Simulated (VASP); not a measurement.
# In in VASP: notebook, part 2 of 2

VASP 6.6.1.

## 3. Single point, LDA (equal xy, yz and zx shear strains of +1 %)

File INCAR:

```
PREC = Accurate ; ENCUT = 520
EDIFF = 1E-6 ; ISMEAR = -1
SIGMA = 0.05 ; LREAL = False
LASPH = True ; NELM = 80
ALGO = Normal ; ISIF = 2
LWAVE = False ; LCHARG = False
GGA = CA ; NBANDS = 12
```

File KPOINTS:

```
regular mesh
0
Gamma
  12 12 14
```

File POSCAR:

```
In
1.0
   -1.6056495000      1.6303890000      2.4739500000
    1.6303890000     -1.6056495000      2.4739500000
    1.6219110000      1.6219110000     -2.4576885000
In
1
Direct
    0.0000000000      0.0000000000      0.0000000000
```

Potentials or basis: VASP PAW LDA potentials, release 64 (In_d).

On the command line:

```console
> cat potpaw_LDA.64/In_d/POTCAR > POTCAR
> mpirun -np 1 vasp_std > vasp.out
```

OUTCAR:

```text
PREC = Accurate
   ENCUT = 520
   EDIFF = 1E-6
   ISMEAR = -1
   LREAL = False
   LASPH = True
   NELM = 80
   ISIF = 2
   GGA = CA

 ion  position               nearest neighbor table
   1  0.000  0.000  0.000-

  Warning from LATTYP: Got some problem with cell dimensions!
  Tried to take original basis but could not verify dimensions!
  LATTYP: Found a base centered monoclinic cell.
 ALAT       =     4.6225584154
 B/A-ratio  =     0.9900252466
 C/A-ratio  =     0.7272507266
 COS(beta)  =    -0.6771396136

  Lattice vectors:

 A1 = (  -0.0162615000,  -3.2523000000,  -0.0162615000)
 A2 = (  -3.2523000000,  -0.0162615000,  -0.0162615000)
 A3 = (   1.6219110000,   1.6219110000,  -2.4576885000)

Analysis of symmetry for initial positions (statically):
=====================================================================
 Subroutine PRICEL returns:
 Original cell was already a primitive cell.

 Routine SETGRP: Setting up the symmetry group for a
 base centered monoclinic supercell.

 Subroutine GETGRP returns: Found  4 space group operations
 (whereof  4 operations were pure point group operations)
 out of a pool of  4 trial point group operations.

The static configuration has the point symmetry C_2h.

Analysis of symmetry for dynamics (positions and initial velocities):
=====================================================================
 Subroutine PRICEL returns:
 Original cell was already a primitive cell.

 Routine SETGRP: Setting up the symmetry group for a
 base centered monoclinic supercell.

 Subroutine GETGRP returns: Found  4 space group operations
 (whereof  4 operations were pure point group operations)
 out of a pool of  4 trial point group operations.

The dynamic configuration has the point symmetry C_2h.

 Subroutine INISYM returns: Found  4 space group operations
 (whereof  4 operations are pure point group operations),
 and found     1 'primitive' translations

----------------------------------------------------------------------------------------

                                     Primitive cell

  volume of cell :      26.1661

  direct lattice vectors                    reciprocal lattice vectors
    -1.605649500  1.630389000  2.473950000    -0.002535353  0.306484456  0.200586198
     1.630389000 -1.605649500  2.473950000     0.306484456 -0.002535353  0.200586198
     1.621911000  1.621911000 -2.457688500     0.305960207  0.305960207 -0.003059602

  length of vectors
     3.369971396  3.369971396  3.361758966     0.366297656  0.366297656  0.432703892

  position of ions in fractional coordinates (direct lattice)
     0.000000000  0.000000000  0.000000000

  ion indices of the primitive-cell ions
   primitive index   ion index
                 1           1

----------------------------------------------------------------------------------------

 KPOINTS: regular mesh

Automatic generation of k-mesh.
 Grid dimensions read from file:
 generate k-points for:   12   12   14

 Generating k-lattice:

  Cartesian coordinates                     Fractional coordinates (reciprocal lattice)
    -0.000211279  0.025540371  0.016715517     0.083333333  0.000000000  0.000000000
     0.025540371 -0.000211279  0.016715517     0.000000000  0.083333333  0.000000000
     0.021854301  0.021854301 -0.000218543     0.000000000  0.000000000  0.071428571

  Length of vectors
     0.030524805  0.030524805  0.030907421

  Shift w.r.t. Gamma in fractional coordinates (k-lattice)
     0.000000000  0.000000000  0.000000000

 Subroutine IBZKPT returns following result:
 ===========================================

 Found    554 irreducible k-points:

 Following reciprocal coordinates:
            Coordinates               Weight
  0.000000  0.000000  0.000000      1.000000
  0.083333  0.000000  0.000000      4.000000
  0.166667  0.000000  0.000000      4.000000
  0.250000 -0.000000  0.000000      4.000000
  0.333333  0.000000  0.000000      4.000000
  0.416667  0.000000  0.000000      4.000000
[... 16 lines left out ...]
  0.500000  0.166667  0.000000      4.000000
 -0.416667  0.166667  0.000000      4.000000
 [... further k-points ...]
   k-points           NKPTS =    554   k-points in BZ     NKDIM =    554   number of bands    NBANDS=     12
   number of dos      NEDOS =    301   number of ions     NIONS =      1
   total plane-waves  NPLWV =  21952
   dimension x,y,z NGX =    28 NGY =   28 NGZ =   28
   dimension x,y,z NGXF=    56 NGYF=   56 NGZF=   56
   ions per type =               1
   NGX,Y,Z   is equivalent  to a cutoff of  13.81, 13.81, 13.85 a.u.
   NGXF,Y,Z  is equivalent  to a cutoff of  27.63, 27.63, 27.69 a.u.
 SYSTEM =  unknown system
   PREC   = accura    normal or accurate (medium, high low for compatibility)
   ISTART =      0    job   : 0-new  1-cont  2-samecut
   ICHARG =      2    charge: 1-file 2-atom 10-const
   ISPIN  =      1    spin polarized calculation?
   LNONCOLLINEAR =      F non collinear calculations
   LSORBIT =      F    spin-orbit coupling
   LASPH  =      T    aspherical Exc in radial PAW
   ENCUT  =  520.0 eV  38.22 Ry    6.18 a.u.   6.27  6.27  6.25*2*pi/ulx,y,z
   NELM   =     80;   NELMIN=  2; NELMDL= -5     # of ELM steps
   EDIFF  = 0.1E-05   stopping-criterion for ELM
   LREAL  =      F    real-space projection
   EDIFFG = 0.1E-04   stopping-criterion for IOM
   NSW    =      0    number of steps for IOM
   IBRION =     -1    ionic relax: 0-MD 1-quasi-New 2-CG
   NFREE  =      0    steps in history (QN), initial steepest desc. (CG)
   ISIF   =      2    stress and relaxation
   ISYM   =      2    0-nonsym 1-usesym 2-fastsym
   POTIM  = 0.5000    time-step for ionic-motion
   TEBEG  =    0.0;   TEEND  =   0.0 temperature during run
   PSTRESS=    0.0 pullay stress
   NELECT =      13.0000    total number of electrons
   NUPDOWN=      -1.0000    fix difference up-down
   EMIN   =  10.00;   EMAX   =-10.00  energy-range for DOS
   EFERMI =   0.00;   METHOD = LEGACY
   ISMEAR =    -1;   SIGMA  =   0.05  broadening in eV -4-tet -1-fermi 0-gaus
   EFERMI_NEDOS =   21; number of points for ismear=-14 and -15
   IALGO  =     38    algorithm
   IMIX   =      4    mixing-type and parameters
     AMIX     =   0.40;   BMIX     =  1.00
     AMIX_MAG =   1.60;   BMIX_MAG =  1.00
  volume/ion in A,a.u.               =      26.17       176.58
  Fermi-wavevector in a.u.,A,eV,Ry     =   1.296610  2.450238 22.874084  1.681198
  Thomas-Fermi vector in A             =   2.428055
   LORBIT       =      0    0 simple, 1 ext, 2 COOP (PROOUT), +10 PAW based schemes
   GGA     = CA    functional components
   LHFCALC =     F    Hartree Fock is set to
   AEXX    =    0.0000 exact exchange contribution
   IVDW    =     0    specifies the selected vdW correction
   LEPSILON=     F    determine dielectric tensor
   LRPA    =     F    only Hartree local field effects (RPA)
 non-spin polarized calculation
  energy-cutoff  :      520.00
  volume of cell :       26.17
 maximum number of plane-waves:       720
 NGX is ok and might be reduce to    28
   NGX = 13   NGY = 13   NGZ = 13

 number of electron      13.0000005 magnetization

 Free energy of the ion-electron system (eV)
  ---------------------------------------------------
  ext. energy  EPLUGINS =         0.00000000
  ---------------------------------------------------
  free energy    TOTEN  =        -3.20563593 eV

  energy without entropy =       -3.20183048  energy(sigma->0) =       -3.20373321

 E-fermi :   7.1898     XC(G=0): -10.5256

 val. band max:        7.1860815050   @ k =  -0.0833   0.2500   0.2143
 cond. band min:       7.1914995040   @ k =   0.3333   0.2500   0.2143
 fundamental gap:      0.0054179990
 Fermi energy:         7.1898423889

 k-point     1 :       0.0000    0.0000    0.0000
  band No.  band energies     occupation
      1      -7.4062      2.00000
      2      -7.3030      2.00000
      3      -7.2936      2.00000
      4      -7.2142      2.00000
      5      -7.1097      2.00000
      6      -2.3479      2.00000
      7      17.5269      0.00000
      8      17.5981      0.00000
      9      17.9178      0.00000
     10      18.9270      0.00000
     11      21.0965      0.00000
     12      21.3472      0.00000
[... 331 lines left out ...]
 k-point    24 :      -0.4167    0.1667    0.0000
  band No.  band energies     occupation
      1      -7.3992      2.00000
      2      -7.2927      2.00000
      3      -7.2417      2.00000
      4      -7.1323      2.00000
      5      -7.0010      2.00000
      6       1.2271      2.00000
      7       7.2013      0.88601
      8      13.3051      0.00000
      9      13.9253      0.00000
     10      16.3474      0.00000
     11      20.7812      0.00000
     12      21.8226      0.00000

 [... further k-points ...]

------------------------ aborting loop because EDIFF is reached ----------------------------------------

  FORCE on cell =-STRESS in cart. coord.  units (eV):
  Direction    XX          YY          ZZ          XY          YZ          ZX
  --------------------------------------------------------------------------------------
  -------------------------------------------------------------------------------------
  Total       -0.4297046     -0.4297046     -0.3857771     -0.0462938      0.0406266      0.0406266
  in kB      -26.3112152    -26.3112152    -23.6214958     -2.8346149      2.4876039      2.4876026
  external PRESSURE =     -25.4146420 kB  Pullay stress =       0.0000000 kB

 VOLUME and BASIS-vectors are now :
 -----------------------------------------------------------------------------
  energy-cutoff  :      520.00
  volume of cell :       26.17
      direct lattice vectors                 reciprocal lattice vectors
    -1.605649500  1.630389000  2.473950000    -0.002535353  0.306484456  0.200586198
     1.630389000 -1.605649500  2.473950000     0.306484456 -0.002535353  0.200586198
     1.621911000  1.621911000 -2.457688500     0.305960207  0.305960207 -0.003059602

 POSITION                                       TOTAL-FORCE (eV/Angst)
 -----------------------------------------------------------------------------------
      0.00000      0.00000      0.00000         0.000000      0.000000     -0.000000
 -----------------------------------------------------------------------------------
    total drift:                               -0.000000     -0.000000     -0.000000

  FREE ENERGIE OF THE ION-ELECTRON SYSTEM (eV)
  ---------------------------------------------------
  free  energy   TOTEN  =        -3.2056359296 eV

  energy  without entropy=       -3.2018304827  energy(sigma->0) =       -3.20373321
```

Wall time 78 s (1 thread of Intel Xeon 6975P-C (Granite Rapids), shared host); peak memory 0.27 GiB.

What came out:

```yaml
Free_energy: -3.2056 eV
Pressure: -2.5 GPa
Band_gap_on_the_k_mesh: zero (an odd number of electrons rules out a gap without spin polarisation)
```

Levels at points of the mesh, in eV from the Fermi level:
```csv
k point,band 2,band 3,band 4,band 5,band 6,band 7,band 8,band 9,band 10,band 11
"(0.00, 0.00, 0.00)",-14.49,-14.48,-14.40,-14.30,-9.54,10.34,10.41,10.73,11.74,13.91
"(0.50, 0.00, 0.00)",-14.56,-14.47,-14.22,-14.17,-4.41,-3.35,7.60,9.13,11.26,11.67
"(0.50, 0.50, 0.00)",-14.65,-14.21,-14.19,-14.11,-1.87,-1.62,3.37,3.92,6.97,7.50
"(0.00, 0.00, 0.50)",-14.65,-14.21,-14.19,-14.10,-1.98,-1.79,3.56,4.02,7.20,7.55
"(0.50, 0.00, 0.50)",-14.56,-14.47,-14.21,-14.17,-4.26,-3.30,7.34,8.98,11.22,11.39
"(0.50, 0.50, 0.50)",-14.65,-14.20,-14.17,-14.16,-2.97,-2.63,4.67,4.73,8.28,8.33
```

Caveat: the cell differs from its parent crystal (equal xy, yz and zx shear strains of +1 %); spin-orbit coupling is left out, which moves the levels of the heavy elements.
